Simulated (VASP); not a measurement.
WS2: single point with PBE+D3(BJ)

Crystal: WS2.

```xyz
3
Lattice="1.5312 0.8841 5.1699 -1.5312 0.8841 5.1699 0.0000 -1.7681 5.1699" Properties=species:S:1:pos:R:3 pbc="T T T"
W     0.0000    0.0000   15.4994
S     0.0000    0.0000   11.6753
S     0.0000    0.0000    8.9828
```

```json
{
  "Program": "VASP 6.6.1",
  "Task": "single point",
  "Functional": "PBE",
  "Dispersion": "D3(BJ)",
  "Potentials or basis": "VASP PAW PBE potentials, release 64 (W_sv, S)",
  "Cutoff": "520 eV",
  "k mesh": "12 × 12 × 12",
  "Occupations": "gaussian, width 0.05 eV",
  "Spin": "no spin polarisation"
}
```

| Quantity | Value |
| --- | --- |
| Pressure | 60.2 GPa |
| Largest force | 6.767 eV/Å |
| Band gap on the k mesh | zero (bands 13 and 14 overlap by 1.07 eV) |
| Dispersion energy per atom | -0.550 eV |

Forces on the atoms (eV/Å):
```
W    0.000  0.000  0.010
S    0.000  0.000  6.757
S    0.000  0.000 -6.767
```

Stress tensor (GPa, compression positive):
```
49.86  0.00  0.00
 0.00 49.86  0.00
 0.00  0.00 80.86
```

Levels at points of the mesh, in eV from the Fermi level:
| k point | band 9 | band 10 | band 11 | band 12 | band 13 | band 14 | band 15 | band 16 | band 17 | band 18 |
| --- | --- | --- | --- | --- | --- | --- | --- | --- | --- | --- |
| (0.00, 0.00, 0.00) | -6.00 | -4.21 | -4.21 | -1.42 | -0.46 | 1.44 | 1.44 | 2.91 | 2.91 | 3.88 |
| (0.50, 0.00, 0.00) | -6.71 | -6.32 | -3.13 | -2.85 | -2.47 | 1.58 | 2.16 | 3.24 | 3.92 | 4.56 |
| (0.50, 0.50, 0.00) | -6.48 | -6.06 | -3.88 | -3.68 | -2.54 | 1.37 | 2.19 | 2.92 | 5.00 | 5.54 |
| (0.50, 0.50, 0.50) | -6.05 | -4.71 | -4.10 | -4.10 | 0.72 | 1.74 | 1.74 | 2.36 | 2.36 | 3.75 |

It took 2.5 min on 1 thread of Intel(R) Xeon(R) 6975P-C (Granite Rapids), with other jobs on the host, peak memory 0.36 GiB.

Caveat: the stress differs along the axes, from 50 to 81 GPa; spin-orbit coupling is left out, which moves the levels of the heavy elements; forces of over 1 eV/Å act on the atoms, so gaps and moduli don't describe the material at rest.
